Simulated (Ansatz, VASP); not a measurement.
# Tc in VASP and in Ansatz

```
Tc
1.0
     0.00000    1.97566    1.97566
     1.97566    0.00000    1.97566
     1.97566    1.97566    0.00000
Tc
1
Cartesian
  0.0000 0.0000 0.0000
```

Change from the starting cell: volume scaled by 1.04.

Alike in both runs: task single point; functional PBE; k mesh 12 × 12 × 12; occupations fermi-dirac, width 0.05 eV; no spin polarisation.

|  | VASP | Ansatz |
| --- | --- | --- |
| version | VASP 6.6.1 | Ansatz 0.2.0 |
| potentials or method | VASP PAW PBE potentials, release 64 (Tc_pv), cutoff 520 eV | all-electron LAPW, scalar-relativistic |

|  | VASP | Ansatz | Ansatz less VASP |
| --- | --- | --- | --- |
| gap on the k mesh at the Fermi level (eV) | none | none | - |
| pressure (GPa) | -16.5 | -15.9 | +0.57 |

A gap of «none» marks a metal or a gap that the smearing closes. Ansatz ran all-electron here, and VASP with PAW potentials.
